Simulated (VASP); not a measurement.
Ti: single point with PBE

The system is Ti.

```
CELL_PARAMETERS angstrom
0.00000 2.84418 2.84418
2.84418 0.00000 2.84418
2.84418 2.84418 0.00000
ATOMIC_POSITIONS crystal
Ti 0.87500 0.87500 0.87500
Ti 0.12500 0.12500 0.12500
```

This isn't the form of Ti at room conditions, which is hcp.

| Quantity | Value |
| --- | --- |
| Program | VASP 6.6.1 |
| Task | single point |
| Functional | PBE |
| Potentials or basis | VASP PAW PBE potentials, release 64 (Ti_sv) |
| Cutoff | 520 eV |
| k mesh | 12 × 12 × 12 |
| Occupations | fermi-dirac, width 0.08 eV |
| Spin | no spin polarisation |
| Dipole correction | no |
| k mesh for the DOS | 18 × 18 × 18 |
| Occupations for the DOS | tetrahedron |
| Further INCAR settings | ALGO = Normal; EDIFF = 1e-06; NBANDS = 19 |

```json
{"Valence electrons inside the program's atomic spheres": "Ti 10.43"}
```

Levels at points of the mesh, in eV from the Fermi level:
```
           k point  band 10  band 11  band 12  band 13  band 14  band 15
(0.00, 0.00, 0.00)    -0.60    -0.60    -0.14    -0.14    -0.14     1.68
(0.50, 0.00, 0.00)    -1.34    -0.58    -0.58    -0.11    -0.11     0.41
(0.50, 0.50, 0.00)    -1.74    -0.01    -0.01     0.15     0.15     1.53
```

It took 66 s on 1 thread of Intel(R) Xeon(R) 6975P-C (Granite Rapids) (shared host), peak memory 0.25 GiB.
